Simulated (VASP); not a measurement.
# MgZn2TeSe2 (P-3m1) in VASP: further runs, part 2 of 2

VASP 6.6.1. Earlier steps stand in the parts before.

## 4. Relaxation of cell and atoms, PBE

This run uses another cell than the first one, of 22.80 Å³/atom.

Contents of INCAR:

```
PREC = Accurate ; ENCUT = 600
EDIFF = 1E-6 ; ISMEAR = 0
SIGMA = 0.1 ; LREAL = F
LASPH = T ; NELM = 80
ALGO = Normal ; ISIF = 3
LWAVE = F ; LCHARG = F
GGA = PE ; IBRION = 2
NSW = 90 ; EDIFFG = -0.04
```

Contents of KPOINTS:

```
regular mesh
0
Gamma
  6 6 2
```

Contents of POSCAR:

```
MgZn2TeSe2
1.0
    4.1950726600      0.0000000000      0.0000000000
   -2.0975363300      3.6330395000      0.0000000000
    0.0000000000      0.0000000000      8.9762794700
Mg Zn Te Se
1 2 1 2
Direct
    0.0000000000      0.0000000000      0.5000000000
    0.6666666700      0.3333333300      0.2435020100
    0.3333333300      0.6666666700      0.7564979900
    0.0000000000      0.0000000000      0.0000000000
    0.6666666700      0.3333333300      0.7625210300
    0.3333333300      0.6666666700      0.2374789700
```

Potentials or basis: VASP PAW PBE potentials, release 64 (Mg, Zn, Te, Se).

On the command line:

```bash
> cat potpaw_PBE.64/Mg/POTCAR potpaw_PBE.64/Zn/POTCAR potpaw_PBE.64/Te/POTCAR potpaw_PBE.64/Se/POTCAR > POTCAR
> mpirun -np 1 vasp_std > vasp.out
```

OUTCAR:

```text
PREC = Accurate
   ENCUT = 600
   EDIFF = 1E-6
   ISMEAR = 0
   LREAL = F
   LASPH = T
   NELM = 80
   ISIF = 3
   GGA = PE
   IBRION = 2
   NSW = 90
   EDIFFG = -0.04

 ion  position               nearest neighbor table
   1  0.000  0.000  0.500-   2 3.34   3 3.34   2 3.34   3 3.34   2 3.34   3 3.34
   2  0.667  0.333  0.244-   6 2.42   6 2.42   6 2.42   4 3.26   4 3.26   4 3.26   1 3.34   1 3.34
                             1 3.34
   3  0.333  0.667  0.756-   5 2.42   5 2.42   5 2.42   4 3.26   4 3.26   4 3.26   1 3.34   1 3.34
                             1 3.34
   4  0.000  0.000  0.000-   5 3.23   6 3.23   5 3.23   6 3.23   5 3.23   6 3.23   2 3.26   3 3.26
                             3 3.26   2 3.26   2 3.26   3 3.26
   5  0.667  0.333  0.763-   3 2.42   3 2.42   3 2.42   4 3.23   4 3.23   4 3.23
   6  0.333  0.667  0.237-   2 2.42   2 2.42   2 2.42   4 3.23   4 3.23   4 3.23

  LATTYP: Found a hexagonal cell.
 ALAT       =     4.1950726600
 C/A-ratio  =     2.1397196658

  Lattice vectors:

 A1 = (   4.1950726600,   0.0000000000,   0.0000000000)
 A2 = (  -2.0975363300,   3.6330395000,   0.0000000000)
 A3 = (   0.0000000000,   0.0000000000,   8.9762794700)

Analysis of symmetry for initial positions (statically):
=====================================================================
 Subroutine PRICEL returns:
 Original cell was already a primitive cell.

 Routine SETGRP: Setting up the symmetry group for a
 hexagonal supercell.

 Subroutine GETGRP returns: Found 12 space group operations
[... 276 lines left out ...]
  FREE ENERGIE OF THE ION-ELECTRON SYSTEM (eV)
  ---------------------------------------------------
  free  energy   TOTEN  =       -13.6512947243 eV

  energy  without entropy=      -13.6316240230  energy(sigma->0) =      -13.64145937

 E-fermi :   4.3528     XC(G=0): -10.1226

 val. band max:        4.2848701741   @ k =   0.3333   0.0000   0.0000
 cond. band min:       4.3550364257   @ k =   0.1667   0.1667   0.0000
 fundamental gap:      0.0701662516
 Fermi energy:         4.3527566189

 k-point     1 :       0.0000    0.0000    0.0000
  band No.  band energies     occupation
      1      -9.7264      2.00000
      2      -8.0906      2.00000
      3      -6.4377      2.00000
      4      -2.6673      2.00000
      5      -2.6673      2.00000
      6      -2.6492      2.00000
[... 395 lines left out ...]
     25       8.2745      0.00000
     26       9.2061      0.00000

[... ionic steps 4 to 19 ...]

--------------------------------------- Ionic step       20  -------------------------------------------

 number of electron      44.0000013 magnetization

------------------------ aborting loop because EDIFF is reached ----------------------------------------
[... 75 lines left out ...]
--------------------------------------- Ionic step       22  -------------------------------------------

 number of electron      44.0000021 magnetization

 Free energy of the ion-electron system (eV)
  ---------------------------------------------------
  ext. energy  EPLUGINS =         0.00000000
  ---------------------------------------------------
  free energy    TOTEN  =       -17.30673605 eV

  energy without entropy =      -17.29876492  energy(sigma->0) =      -17.30275049

 E-fermi :   4.2110     XC(G=0):  -9.9094

 val. band max:        4.1576387709   @ k =   0.5000   0.0000   0.5000
 cond. band min:       4.3257453854   @ k =   0.3333   0.0000   0.0000
 fundamental gap:      0.1681066145
 Fermi energy:         4.2110105712

 k-point     1 :       0.0000    0.0000    0.0000
  band No.  band energies     occupation
      1      -9.4792      2.00000
      2      -8.9254      2.00000
      3      -7.6540      2.00000
      4      -2.9919      2.00000
      5      -2.9919      2.00000
      6      -2.9598      2.00000
[... 428 lines left out ...]
  FREE ENERGIE OF THE ION-ELECTRON SYSTEM (eV)
  ---------------------------------------------------
  free  energy   TOTEN  =       -17.3067360535 eV

  energy  without entropy=      -17.2987649168  energy(sigma->0) =      -17.30275049

 reached required accuracy - stopping structural energy minimisation
```

Run time: 12 min. Hardware: 1 thread of Intel Xeon Platinum 8488C (Sapphire Rapids), shared host; peak memory 0.37 GiB.

Results:

```
Free energy                           : -17.3067 eV
Relaxed volume                        : 21.50 Å³/atom
Relaxed cell                          : a = 3.918 Å, b = 3.918 Å, c = 9.701 Å, α = 90.00°, β = 90.00°, γ = 120.00°
Space group after relaxing (to 0.1 Å) : P-3m1 (No. 164)
Energy gained by relaxing             : 667.0 meV/atom
Ionic steps                           : 22
Pressure after relaxing               : 0.0 GPa
Largest force after relaxing          : 0.013 eV/Å
Band gap on the k mesh                : zero (bands 22 and 23 overlap by 1.00 eV)
```

Forces in eV/Å, atoms in the order of the input:
```
Mg   0.000  0.000  0.000
Zn   0.000  0.000  0.013
Zn   0.000  0.000 -0.013
Te   0.000  0.000  0.000
Se   0.000  0.000  0.013
Se   0.000  0.000 -0.013
```

The path:
```tsv
step	energy change (eV)	largest force (eV/Å)	pressure (GPa)	volume (Å³)
1	0.0000	1.3054	4.80	136.81
2	-0.3439	1.0834	-1.29	150.72
3	-0.3464	1.0625	-1.73	152.06
4	-0.5396	1.1670	-1.83	150.21
5	-1.1109	1.2051	-2.24	144.54
6	-1.6018	0.8189	-0.93	132.58
7	-1.8309	0.9016	0.05	129.96
8	-2.0723	0.7285	4.41	122.25
9	-2.1027	0.8373	3.03	124.29
10	-2.3910	0.7629	1.50	127.62
11	-2.7404	1.7505	-1.28	136.94
12	-3.1250	1.8266	-1.20	135.98
13	-3.4194	1.8217	-0.80	134.10
14	-2.9655	1.2113	1.76	128.34
15	-3.4824	1.7138	-0.64	133.26
16	-3.8939	0.7964	-0.43	130.40
17	-3.9957	0.0546	0.39	128.18
18	-3.9956	0.0692	0.35	128.28
19	-4.0004	0.0321	-0.42	129.87
20	-4.0006	0.0371	-0.32	129.58
21	-4.0016	0.0035	0.17	128.69
22	-4.0018	0.0133	0.03	128.98
```

Final structure:
```cif
data_structure
_symmetry_space_group_name_H-M 'P 1'
_symmetry_Int_Tables_number 1
_cell_length_a 3.9182
_cell_length_b 3.9182
_cell_length_c 9.7012
_cell_angle_alpha 90.000
_cell_angle_beta 90.000
_cell_angle_gamma 120.000
_cell_volume 128.98
loop_
_atom_site_label
_atom_site_type_symbol
_atom_site_fract_x
_atom_site_fract_y
_atom_site_fract_z
_atom_site_occupancy
Mg1 Mg 0.00000 0.00000 0.50000 1
Zn1 Zn 0.66667 0.33333 0.18088 1
Zn2 Zn 0.33333 0.66667 0.81912 1
Te1 Te 0.00000 0.00000 0.00000 1
Se1 Se 0.66667 0.33333 0.66493 1
Se2 Se 0.33333 0.66667 0.33507 1
```

Caveat: spin-orbit coupling is left out, which moves the levels of the heavy elements.

## 5. Single point, PBE

Contents of INCAR:

```
PREC = Accurate ; ENCUT = 520
EDIFF = 1E-7 ; ISMEAR = 0
SIGMA = 0.1 ; LREAL = False
LASPH = True ; NELM = 80
ALGO = Normal ; ISIF = 2
LWAVE = False ; LCHARG = False
GGA = PE ; NBANDS = 31
```

Contents of KPOINTS:

```
regular mesh
0
Gamma
  12 12 4
```

Contents of POSCAR:

```
MgZn2TeSe2
1.0
    3.9111027086      0.0000000000      0.0000000000
   -1.9555513543      3.3871143024      0.0000000000
    0.0000000000      0.0000000000      9.7256987130
Mg Zn Te Se
1 2 1 2
Direct
    0.0000000000      0.0000000000      0.5000000000
    0.6666666667      0.3333333333      0.1818756345
    0.3333333333      0.6666666667      0.8181243655
    0.0000000000      0.0000000000      0.0000000000
    0.6666666667      0.3333333333      0.6654076437
    0.3333333333      0.6666666667      0.3345923563
```

On the command line:

```bash
> cat potpaw_PBE.64/Mg/POTCAR potpaw_PBE.64/Zn/POTCAR potpaw_PBE.64/Te/POTCAR potpaw_PBE.64/Se/POTCAR > POTCAR
> mpirun -np 1 vasp_std > vasp.out
```

Wall time 4.5 min (1 thread of Intel Xeon Platinum 8488C (Sapphire Rapids), shared host); peak memory 0.45 GiB.

It converged, with:

| Property | Result |
| --- | --- |
| Free energy | -17.3276 eV |
| Pressure | 0.0 GPa |
| Largest force | 0.019 eV/Å |
| Band gap on the k mesh | zero (bands 22 and 23 overlap by 1.01 eV) |

Forces on the atoms (eV/Å):
```
Mg   0.000  0.000  0.000
Zn   0.000  0.000 -0.002
Zn   0.000  0.000  0.002
Te   0.000  0.000  0.000
Se   0.000  0.000 -0.019
Se   0.000  0.000  0.019
```

Levels at points of the mesh, in eV from the Fermi level:
```csv
k point,band 19,band 20,band 21,band 22,band 23,band 24,band 25,band 26
"(0.00, 0.00, 0.00)",-0.97,-0.81,0.28,0.28,0.59,2.61,3.58,4.82
"(0.50, 0.00, 0.00)",-2.45,-1.82,-1.70,-0.95,-0.72,2.14,2.75,3.83
"(0.00, 0.00, 0.50)",-0.97,-0.97,0.28,0.28,2.08,2.26,3.41,4.47
"(0.50, 0.00, 0.50)",-2.35,-2.24,-0.70,-0.48,0.03,0.92,2.85,4.34
```

Caveat: spin-orbit coupling is left out, which moves the levels of the heavy elements.

## 6. Relaxation of cell and atoms, PBE

Contents of INCAR:

```
  PREC = Accurate
  ENCUT = 600
  EDIFF = 1E-7
  ISMEAR = 0
  SIGMA = 0.1
  LREAL = F
  LASPH = T
  NELM = 100
  ALGO = Normal
  ISIF = 3
  LWAVE = F
  LCHARG = F
  GGA = PE
  IBRION = 2
  NSW = 100
  EDIFFG = -0.01
```

Contents of KPOINTS:

```
Automatic mesh
0
Gamma
  12 12 4
```

Contents of POSCAR:

```
MgZn2TeSe2
1.0
    3.9211664628      0.0000000000      0.0000000000
   -1.9605832314      3.3958297692      0.0000000000
    0.0000000000      0.0000000000      9.6823964649
Mg Zn Te Se
1 2 1 2
Direct
    0.0000000000      0.0000000000      0.5000000000
    0.6666666667      0.3333333333      0.1801692617
    0.3333333333      0.6666666667      0.8198307383
    0.0000000000      0.0000000000      0.0000000000
    0.6666666667      0.3333333333      0.6660024880
    0.3333333333      0.6666666667      0.3339975120
```

Potentials or basis: VASP PAW PBE potentials, release 64 (Mg, Zn, Te, Se).

On the command line:

```bash
> cat potpaw_PBE.64/Mg/POTCAR potpaw_PBE.64/Zn/POTCAR potpaw_PBE.64/Te/POTCAR potpaw_PBE.64/Se/POTCAR > POTCAR
> mpirun -np 1 vasp_std > vasp.out
```

Run time: 12 min. Hardware: 1 thread of Intel Xeon Platinum 8488C (Sapphire Rapids), shared host; peak memory 0.53 GiB.

It converged, with:

* Free energy: -17.3274 eV
* Relaxed volume: 21.50 Å³/atom
* Relaxed cell: a = 3.913 Å, b = 3.913 Å, c = 9.731 Å, α = 90.00°, β = 90.00°, γ = 120.00°
* Space group after relaxing (to 0.1 Å): P-3m1 (No. 164)
* Energy gained by relaxing: 0.4 meV/atom
* Ionic steps: 8
* Pressure after relaxing: -0.1 GPa
* Largest force after relaxing: 0.004 eV/Å
* Band gap on the k mesh: zero (bands 22 and 23 overlap by 1.01 eV)

Forces in eV/Å, atoms in the order of the input:
```
Mg   0.000  0.000  0.000
Zn   0.000  0.000 -0.004
Zn   0.000  0.000  0.004
Te   0.000  0.000  0.000
Se   0.000  0.000 -0.004
Se   0.000  0.000  0.004
```

The path:
```tsv
step	energy change (eV)	largest force (eV/Å)	pressure (GPa)	volume (Å³)
1	0.0000	0.0686	0.00	128.93
2	-0.0011	0.0572	0.00	128.93
3	-0.0020	0.0387	-0.01	128.94
4	-0.0020	0.0339	-0.02	128.94
5	-0.0022	0.0185	0.01	128.89
6	-0.0024	0.0104	0.04	128.83
7	-0.0024	0.0103	0.05	128.82
8	-0.0024	0.0036	-0.05	129.01
```

Final structure:
```cif
data_structure
_symmetry_space_group_name_H-M 'P 1'
_symmetry_Int_Tables_number 1
_cell_length_a 3.9127
_cell_length_b 3.9127
_cell_length_c 9.7307
_cell_angle_alpha 90.000
_cell_angle_beta 90.000
_cell_angle_gamma 120.000
_cell_volume 129.01
loop_
_atom_site_label
_atom_site_type_symbol
_atom_site_fract_x
_atom_site_fract_y
_atom_site_fract_z
_atom_site_occupancy
Mg1 Mg 0.00000 0.00000 0.50000 1
Zn1 Zn 0.66667 0.33333 0.18201 1
Zn2 Zn 0.33333 0.66667 0.81799 1
Te1 Te 0.00000 0.00000 0.00000 1
Se1 Se 0.66667 0.33333 0.66513 1
Se2 Se 0.33333 0.66667 0.33487 1
```

Levels at points of the mesh, in eV from the Fermi level:
```
           k point  band 19  band 20  band 21  band 22  band 23  band 24  band 25  band 26
(0.00, 0.00, 0.00)    -0.97    -0.81     0.28     0.28     0.59     2.60     3.58     4.82
(0.50, 0.00, 0.00)    -2.44    -1.82    -1.71    -0.95    -0.72     2.14     2.75     3.84
(0.00, 0.00, 0.50)    -0.97    -0.97     0.28     0.28     2.07     2.26     3.40     4.48
(0.50, 0.00, 0.50)    -2.34    -2.23    -0.70    -0.48     0.03     0.92     2.85     4.34
```

Caveat: spin-orbit coupling is left out, which moves the levels of the heavy elements.

## 7. The runs side by side

| task | cell | k mesh | cutoff (eV) | gap on the mesh (eV) | pressure (GPa) | relaxed volume (Å³/atom) | largest force (eV/Å) |
| --- | --- | --- | --- | --- | --- | --- | --- |
| single point | a = 3.921, b = 3.921, c = 9.682 Å, angles 90.0, 90.0, 120.0°, 6 atoms, atomic positions A | 6 × 6 × 2 | 520 | none | 0.0 | - | 0.05 |
| single point | a = 4.195, b = 4.195, c = 8.976 Å, angles 90.0, 90.0, 120.0°, 6 atoms, atomic positions B | 6 × 6 × 2 | 520 | none | 4.8 | - | 1.31 |
| relaxation of cell and atoms | relaxed from a = 4.195, b = 4.195, c = 8.976 Å, angles 90.0, 90.0, 120.0°, 6 atoms, atomic positions B | 6 × 6 × 2 | 600 | none | 0.0 | 21.50 | 0.01 |
| single point | a = 3.911, b = 3.911, c = 9.726 Å, angles 90.0, 90.0, 120.0°, 6 atoms, atomic positions C | 12 × 12 × 4 | 520 | none | 0.0 | - | 0.02 |
| relaxation of cell and atoms | relaxed from a = 3.921, b = 3.921, c = 9.682 Å, angles 90.0, 90.0, 120.0°, 6 atoms, atomic positions A | 12 × 12 × 4 | 600 | none | -0.1 | 21.50 | - |

Alike in all rows: level PBE; potentials or basis VASP PAW PBE potentials, release 64 (Mg, Zn, Te, Se); no spin polarisation; smearing gaussian 0.1 eV.

Caveats: spin-orbit coupling is left out, which moves the levels of the heavy elements; the stress differs along the axes, from 1 to 7 GPa (at least some runs); semilocal functionals underestimate gaps, and a narrow one can read as zero (at least some runs); forces of over 1 eV/Å act on the atoms, so gaps and moduli don't describe the material at rest (at least some runs).

Absolute energies hang on the potentials; compare differences alone.

The gap in the log of VASP goes by the Fermi energy; the results here count the filled bands.